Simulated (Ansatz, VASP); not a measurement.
# Two plane-wave programs on BeS

POSCAR

```
BeS
1.0
    0.0119227451      2.3143892382      2.3143892382
    2.3143892382      0.0119227451      2.3143892382
    2.3143892382      2.3143892382      0.0119227451
Be S
1 1
Direct
    0.0000000000      0.0000000000      0.0000000000
    0.5000000000      0.5000000000      0.5000000000
```

The input INCAR.step1:

```
PREC = Accurate
ENCUT = 520
ISMEAR = 0
SIGMA = 0.01
LREAL = False
LASPH = True
NELM = 60
NBANDS = 11
GGA = PE
ALGO = Normal
EDIFF = 1E-4
LWAVE = True
LCHARG = False
```

Contents of INCAR.step2:

```
PREC = Accurate
ENCUT = 520
EDIFF = 1E-6
ISMEAR = 0
SIGMA = 0.01
LREAL = False
LASPH = True
NELM = 60
ALGO = Normal
ISIF = 2
LWAVE = False
LCHARG = False
METAGGA = R2SCAN
LMIXTAU = True
NBANDS = 11
ISTART = 1
```

The input KPOINTS:

```
Automatic mesh
0
Gamma
  10 10 10
```

Input for Ansatz:

```yaml
crystal:
  lattice:
    - [0.0119227451, 2.3143892382, 2.3143892382]
    - [2.3143892382, 0.0119227451, 2.3143892382]
    - [2.3143892382, 2.3143892382, 0.0119227451]
  atoms:
    - { symbol: Be, position: [0.0, 0.0, 0.0] }
    - { symbol: S, position: [0.5, 0.5, 0.5] }
kpoints:
  mp_grid: { grid: [10, 10, 10] }
  band_path:
    path:
      - [0.0, 0.0, 0.0]
      - [0.5, 0.0, 0.5]
      - [0.625, 0.25, 0.625]
      - [0.375, 0.375, 0.75]
      - [0.5, 0.5, 0.5]
      - [0.5, 0.25, 0.75]
      - [0.151042, 0.151042, 0.296875]
      - [0.0, 0.5, 0.5]
    npoints: 1
hamiltonian:
  xc: r2scan
scf:
  occupations: { method: fixed }
  n_extra_bands: 4
output:
  forces: true
  stress: true
  eigenvalues: true
```

Change from the starting cell: epitaxial_111 strain -0.6%.

Alike in both runs: task single point; functional r2SCAN; k mesh 10 × 10 × 10; no spin polarisation.

|  | VASP | Ansatz |
| --- | --- | --- |
| version | VASP 6.6.1 | Ansatz 0.2.0 |
| potentials or method | VASP PAW PBE potentials, release 64 (Be, S) | plane waves, PAW |
| plane-wave cutoff (eV) | 520 | 500 |
| occupations | gaussian, width 0.01 eV | fixed |
| valence electrons in the cell | 8 | 8 |

```tsv
	VASP	Ansatz	Ansatz less VASP
gap on the k mesh at the Fermi level (eV)	1.35	1.36	+0.001
pressure (GPa)	1.2	1.3	+0.10
traceless stress, the component that is largest in VASP (GPa)	-0.65	-0.66	-0.003
```

VASP's potentials were made for PBE, not for r2SCAN.
